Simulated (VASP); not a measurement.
# SrTiO3 (P4mm) in VASP: single point with PBEsol

Aim: the single point of SrTiO3 with PBEsol.

All numbers are computed with VASP 6.6.1; they aren't measurements. Logs are shortened: lines on timing, memory, paths and dates and some standing lists are left out, and cuts for length are marked.

## 1. The cell of the first run

The structure is tetragonal, space group P4mm (No. 99). Conventional cell: a = 3.891 Å, b = 3.891 Å, c = 3.891 Å, α = 90.00°, β = 90.00°, γ = 90.00°. Within 3.6 Å of Sr (site symmetry 4mm) lie 12 O at 2.75 Å and 8 Ti at 3.27 to 3.48 Å. Within 2.3 Å of Ti (site symmetry 4mm) lie 6 O at 1.77 to 2.13 Å. Within 2.3 Å of O (site symmetry 4mm) lie 2 Ti at 1.77 to 2.13 Å. Within 2.6 Å of O (site symmetry 2mm) lie 2 Ti at 1.95 Å.

## 2. Single point, PBEsol (atom 2 (Ti) moved +0.180 Å along Cartesian [1 0 0])

INCAR reads:

```
  PREC = Accurate
  ENCUT = 520
  EDIFF = 1E-7
  ISMEAR = 0
  SIGMA = 0.05
  LREAL = False
  LASPH = True
  NELM = 80
  ALGO = Normal
  ISIF = 2
  LWAVE = False
  LCHARG = True
  GGA = PS
  LELF = True
  LVHAR = True
  NBANDS = 28
```

KPOINTS reads:

```
regular mesh
0
Gamma
  8 8 8
```

POSCAR reads:

```
SrTiO3
1.0
    3.8911201355      0.0000000000      0.0000000000
    0.0000000000      3.8911201355      0.0000000000
    0.0000000000      0.0000000000      3.8911201355
Sr Ti O
1 1 3
Direct
    0.0000000000      0.0000000000      0.0000000000
    0.5462591731      0.5000000000      0.5000000000
    0.0000000000      0.5000000000      0.5000000000
    0.5000000000      0.0000000000      0.5000000000
    0.5000000000      0.5000000000      0.0000000000
```

Potentials or basis: VASP PAW PBE potentials, release 64 (Sr_sv, Ti_sv, O).

Started as:

```
> cat potpaw_PBE.64/Sr_sv/POTCAR potpaw_PBE.64/Ti_sv/POTCAR potpaw_PBE.64/O/POTCAR > POTCAR
> mpirun -np 1 vasp_std > vasp.out
```

OUTCAR:

```text
PREC = Accurate
   ENCUT = 520
   EDIFF = 1E-7
   ISMEAR = 0
   LREAL = False
   LASPH = True
   NELM = 80
   ISIF = 2
   GGA = PS

 ion  position               nearest neighbor table
   1  0.000  0.000  0.000-   3 2.75   4 2.75   5 2.75   3 2.75   4 2.75   3 2.75   5 2.75   3 2.75
                             4 2.75   5 2.75   4 2.75   5 2.75   2 3.27   2 3.27   2 3.27   2 3.27
   2  0.546  0.500  0.500-   3 1.77   4 1.95   5 1.95   5 1.95   4 1.95   3 2.13   1 3.27   1 3.27
                             1 3.27   1 3.27   1 3.48   1 3.48   1 3.48   1 3.48
   3  0.000  0.500  0.500-   2 1.77   2 2.13   1 2.75   1 2.75   1 2.75   1 2.75
   4  0.500  0.000  0.500-   2 1.95   2 1.95   1 2.75   1 2.75   1 2.75   1 2.75
   5  0.500  0.500  0.000-   2 1.95   2 1.95   1 2.75   1 2.75   1 2.75   1 2.75

  LATTYP: Found a simple cubic cell.
 ALAT       =     3.8911201355

  Lattice vectors:

 A1 = (   3.8911201355,   0.0000000000,   0.0000000000)
 A2 = (   0.0000000000,   3.8911201355,   0.0000000000)
 A3 = (   0.0000000000,   0.0000000000,   3.8911201355)

Analysis of symmetry for initial positions (statically):
=====================================================================
 Subroutine PRICEL returns:
 Original cell was already a primitive cell.

 Routine SETGRP: Setting up the symmetry group for a
 simple cubic supercell.

 Subroutine GETGRP returns: Found  8 space group operations
 (whereof  8 operations were pure point group operations)
 out of a pool of 48 trial point group operations.

The static configuration has the point symmetry C_4v.

Analysis of symmetry for dynamics (positions and initial velocities):
=====================================================================
 Subroutine PRICEL returns:
 Original cell was already a primitive cell.

 Routine SETGRP: Setting up the symmetry group for a
 simple cubic supercell.

 Subroutine GETGRP returns: Found  8 space group operations
 (whereof  8 operations were pure point group operations)
 out of a pool of 48 trial point group operations.

The dynamic configuration has the point symmetry C_4v.

 Subroutine INISYM returns: Found  8 space group operations
 (whereof  8 operations are pure point group operations),
 and found     1 'primitive' translations

----------------------------------------------------------------------------------------

                                     Primitive cell

  volume of cell :      58.9147

  direct lattice vectors                    reciprocal lattice vectors
     3.891120136  0.000000000  0.000000000     0.256995406  0.000000000  0.000000000
     0.000000000  3.891120136  0.000000000     0.000000000  0.256995406  0.000000000
     0.000000000  0.000000000  3.891120136     0.000000000  0.000000000  0.256995406

  length of vectors
     3.891120136  3.891120136  3.891120136     0.256995406  0.256995406  0.256995406

  position of ions in fractional coordinates (direct lattice)
     0.000000000  0.000000000  0.000000000
     0.546259173  0.500000000  0.500000000
     0.000000000  0.500000000  0.500000000
     0.500000000  0.000000000  0.500000000
     0.500000000  0.500000000  0.000000000

  ion indices of the primitive-cell ions
   primitive index   ion index
                 1           1
                 2           2
                 3           3
                 4           4
                 5           5

----------------------------------------------------------------------------------------

 KPOINTS: regular mesh

Automatic generation of k-mesh.
 Grid dimensions read from file:
 generate k-points for:    8    8    8

 Generating k-lattice:

  Cartesian coordinates                     Fractional coordinates (reciprocal lattice)
     0.032124426  0.000000000  0.000000000     0.125000000  0.000000000  0.000000000
     0.000000000  0.032124426  0.000000000     0.000000000  0.125000000  0.000000000
     0.000000000  0.000000000  0.032124426     0.000000000  0.000000000  0.125000000

  Length of vectors
     0.032124426  0.032124426  0.032124426

  Shift w.r.t. Gamma in fractional coordinates (k-lattice)
     0.000000000  0.000000000  0.000000000

 Subroutine IBZKPT returns following result:
 ===========================================

 Found     75 irreducible k-points:

 Following reciprocal coordinates:
            Coordinates               Weight
  0.000000  0.000000  0.000000      1.000000
  0.125000  0.000000  0.000000      2.000000
  0.000000  0.125000  0.000000      4.000000
  0.250000  0.000000  0.000000      2.000000
  0.000000  0.250000  0.000000      4.000000
  0.375000  0.000000  0.000000      2.000000
[... 16 lines left out ...]
  0.375000  0.250000  0.000000      8.000000
  0.000000  0.375000  0.250000      8.000000
 [... further k-points ...]
   k-points           NKPTS =     75   k-points in BZ     NKDIM =     75   number of bands    NBANDS=     28
   number of dos      NEDOS =    301   number of ions     NIONS =      5
   total plane-waves  NPLWV =  27000
   dimension x,y,z NGX =    30 NGY =   30 NGZ =   30
   dimension x,y,z NGXF=    60 NGYF=   60 NGZF=   60
   ions per type =               1   1   3
   NGX,Y,Z   is equivalent  to a cutoff of  12.82, 12.82, 12.82 a.u.
   NGXF,Y,Z  is equivalent  to a cutoff of  25.63, 25.63, 25.63 a.u.
 SYSTEM =  unknown system
   PREC   = accura    normal or accurate (medium, high low for compatibility)
   ISTART =      0    job   : 0-new  1-cont  2-samecut
   ICHARG =      2    charge: 1-file 2-atom 10-const
   ISPIN  =      1    spin polarized calculation?
   LNONCOLLINEAR =      F non collinear calculations
   LSORBIT =      F    spin-orbit coupling
   LASPH  =      T    aspherical Exc in radial PAW
   ENCUT  =  520.0 eV  38.22 Ry    6.18 a.u.   7.23  7.23  7.23*2*pi/ulx,y,z
   NELM   =     80;   NELMIN=  2; NELMDL= -5     # of ELM steps
   EDIFF  = 0.1E-06   stopping-criterion for ELM
   LREAL  =      F    real-space projection
   EDIFFG = 0.1E-05   stopping-criterion for IOM
   NSW    =      0    number of steps for IOM
   IBRION =     -1    ionic relax: 0-MD 1-quasi-New 2-CG
   NFREE  =      0    steps in history (QN), initial steepest desc. (CG)
   ISIF   =      2    stress and relaxation
   ISYM   =      2    0-nonsym 1-usesym 2-fastsym
   POTIM  = 0.5000    time-step for ionic-motion
   TEBEG  =    0.0;   TEEND  =   0.0 temperature during run
   PSTRESS=    0.0 pullay stress
   NELECT =      40.0000    total number of electrons
   NUPDOWN=      -1.0000    fix difference up-down
   EMIN   =  10.00;   EMAX   =-10.00  energy-range for DOS
   EFERMI =   0.00;   METHOD = LEGACY
   ISMEAR =     0;   SIGMA  =   0.05  broadening in eV -4-tet -1-fermi 0-gaus
   EFERMI_NEDOS =   21; number of points for ismear=-14 and -15
   IALGO  =     38    algorithm
   IMIX   =      4    mixing-type and parameters
     AMIX     =   0.40;   BMIX     =  1.00
     AMIX_MAG =   1.60;   BMIX_MAG =  1.00
  volume/ion in A,a.u.               =      11.78        79.52
  Fermi-wavevector in a.u.,A,eV,Ry     =   1.438865  2.719061 28.168602  2.070334
  Thomas-Fermi vector in A             =   2.557785
   LORBIT       =      0    0 simple, 1 ext, 2 COOP (PROOUT), +10 PAW based schemes
   GGA     = PS    functional components
   LHFCALC =     F    Hartree Fock is set to
   AEXX    =    0.0000 exact exchange contribution
   IVDW    =     0    specifies the selected vdW correction
   LEPSILON=     F    determine dielectric tensor
   LRPA    =     F    only Hartree local field effects (RPA)
 non-spin polarized calculation
 Gauss-broadening in eV      SIGMA  =   0.05
  energy-cutoff  :      520.00
  volume of cell :       58.91
 maximum number of plane-waves:      1622
 NGX is ok and might be reduce to    30
   NGX = 15   NGY = 15   NGZ = 15

 number of electron      40.0000014 magnetization

 Free energy of the ion-electron system (eV)
  ---------------------------------------------------
  ext. energy  EPLUGINS =         0.00000000
  ---------------------------------------------------
  free energy    TOTEN  =       -41.91869659 eV

  energy without entropy =      -41.91869659  energy(sigma->0) =      -41.91869659

 E-fermi :   4.5213     XC(G=0): -11.5867

 val. band max:        4.2038860640   @ k =   0.5000   0.5000   0.5000
 cond. band min:       6.0631177391   @ k =   0.0000   0.0000   0.0000
 fundamental gap:      1.8592316751
 Fermi energy:         4.5213256136

 k-point     1 :       0.0000    0.0000    0.0000
  band No.  band energies     occupation
      1     -51.8458      2.00000
      2     -28.5499      2.00000
      3     -28.3349      2.00000
      4     -28.2091      2.00000
      5     -28.2091      2.00000
      6     -13.2897      2.00000
[... 20 lines left out ...]
     27       9.4382      0.00000
     28      10.1913      0.00000

 k-point     2 :       0.1250    0.0000    0.0000
  band No.  band energies     occupation
      1     -51.8455      2.00000
      2     -28.5573      2.00000
      3     -28.3353      2.00000
      4     -28.2086      2.00000
      5     -28.2086      2.00000
      6     -13.2737      2.00000
[... 20 lines left out ...]
     27       9.7328      0.00000
     28      10.6123      0.00000

 k-point     3 :       0.0000    0.1250    0.0000
  band No.  band energies     occupation
      1     -51.8455      2.00000
      2     -28.5524      2.00000
      3     -28.3360      2.00000
      4     -28.2125      2.00000
      5     -28.2086      2.00000
      6     -13.3088      2.00000
[... 20 lines left out ...]
     27       9.6960      0.00000
     28      10.5533      0.00000

 k-point     4 :       0.2500    0.0000    0.0000
  band No.  band energies     occupation
      1     -51.8449      2.00000
      2     -28.5766      2.00000
      3     -28.3347      2.00000
      4     -28.2074      2.00000
      5     -28.2074      2.00000
      6     -13.3027      2.00000
[... 578 lines left out ...]
     27      11.2325      0.00000
     28      11.9750      0.00000

 k-point    23 :       0.3750    0.2500    0.0000
  band No.  band energies     occupation
      1     -51.8434      2.00000
      2     -28.5627      2.00000
      3     -28.3636      2.00000
      4     -28.2367      2.00000
      5     -28.2046      2.00000
      6     -13.1161      2.00000
[... 20 lines left out ...]
     27      12.1044      0.00000
     28      12.5353      0.00000

 k-point    24 :       0.0000    0.3750    0.2500
  band No.  band energies     occupation
      1     -51.8434      2.00000
      2     -28.5416      2.00000
      3     -28.3369      2.00000
      4     -28.2549      2.00000
      5     -28.2327      2.00000
      6     -13.2458      2.00000
[... 20 lines left out ...]
     27      12.0547      0.00000
     28      12.3866      0.00000

 [... further k-points ...]
[... 5 lines left out ...]
  --------------------------------------------------------------------------------------
  -------------------------------------------------------------------------------------
  Total        2.6018795      0.3553229      0.3553229      0.0000000      0.0000000      0.0000000
  in kB       70.7577217      9.6629538      9.6629538      0.0000000      0.0000000      0.0000000
  external PRESSURE =      30.0278764 kB  Pullay stress =       0.0000000 kB

 VOLUME and BASIS-vectors are now :
 -----------------------------------------------------------------------------
  energy-cutoff  :      520.00
  volume of cell :       58.91
      direct lattice vectors                 reciprocal lattice vectors
     3.891120136  0.000000000  0.000000000     0.256995406  0.000000000  0.000000000
     0.000000000  3.891120136  0.000000000     0.000000000  0.256995406  0.000000000
     0.000000000  0.000000000  3.891120136     0.000000000  0.000000000  0.256995406

 POSITION                                       TOTAL-FORCE (eV/Angst)
 -----------------------------------------------------------------------------------
      0.00000      0.00000      0.00000         0.553714      0.000000     -0.000000
      2.12556      1.94556      1.94556        -1.666031     -0.000000      0.000000
      0.00000      1.94556      1.94556         0.938161      0.000000     -0.000000
      1.94556      0.00000      1.94556         0.087078      0.000000     -0.000000
      1.94556      1.94556      0.00000         0.087078      0.000000     -0.000000
 -----------------------------------------------------------------------------------
    total drift:                               -0.000174      0.000000     -0.000002

  FREE ENERGIE OF THE ION-ELECTRON SYSTEM (eV)
  ---------------------------------------------------
  free  energy   TOTEN  =       -41.9186965862 eV

  energy  without entropy=      -41.9186965862  energy(sigma->0) =      -41.91869659
```

It took 1.8 min on 1 thread of Intel Xeon Platinum 8488C (Sapphire Rapids), shared host; peak memory 0.25 GiB.

What came out:

| Property | Result |
| --- | --- |
| Free energy | -41.9187 eV |
| Pressure | 3.0 GPa |
| Largest force | 1.666 eV/Å |
| Band gap on the k mesh | 1.86 eV, indirect (least direct gap 2.49 eV) |

Forces in eV/Å, atoms in the order of the input:
```
Sr   0.554  0.000  0.000
Ti  -1.666  0.000  0.000
O    0.938  0.000  0.000
O    0.087  0.000  0.000
O    0.087  0.000  0.000
```

Caveat: the cell differs from its parent crystal (atom 2 (Ti) moved +0.180 Å along Cartesian [1 0 0]); the PAW data sets were made with another functional, which shifts forces and pressure a little.
